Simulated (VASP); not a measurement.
A run of VASP 6.6.1 is set up as follows.

The input INCAR:

```
SYSTEM = HfCo
  ALGO = Normal
  EDIFF = 1E-6
  ENCUT = 520
  GGA = PS
  ISIF = 2
  ISMEAR = -1
  ISPIN = 2
  LASPH = .True.
  LCHARG = .False.
  LMAXMIX = 4
  LORBIT = 11
  LREAL = .False.
  LWAVE = .False.
  MAGMOM = 0 2.5
  NBANDS = 20
  NELM = 150
  PREC = Accurate
  SIGMA = 0.1
```

Contents of KPOINTS:

```
k-points
0
Gamma
  9 9 9
  0 0 0
```

The input POSCAR:

```
HfCo
1.0
    3.1124772454      0.0000000000      0.0000000000
    0.0000000000      3.1124772454      0.0000000000
    0.0000000000      0.0000000000      3.1124772454
Hf Co
1 1
Direct
    0.5000000000      0.5000000000      0.5000000000
    0.0000000000      0.0000000000      0.0000000000
```

Potentials or basis: VASP PAW PBE potentials, release 64 (Hf_pv, Co).

Run with:

```console
$ cat potpaw_PBE.64/Hf_pv/POTCAR potpaw_PBE.64/Co/POTCAR > POTCAR
$ mpirun -np 1 vasp_std > vasp.out
```

**Question.** Estimate the pressure.

**Answer.** -1.2 GPa.

**Question.** What does it give for the site moments?

**Answer.** Hf +0.04; Co -0.36 μB.

**Question.** What does it give for the net moment?

**Answer.** -0.31 μB per cell.

Caveat: the PAW data sets were made with another functional, which shifts forces and pressure a little.
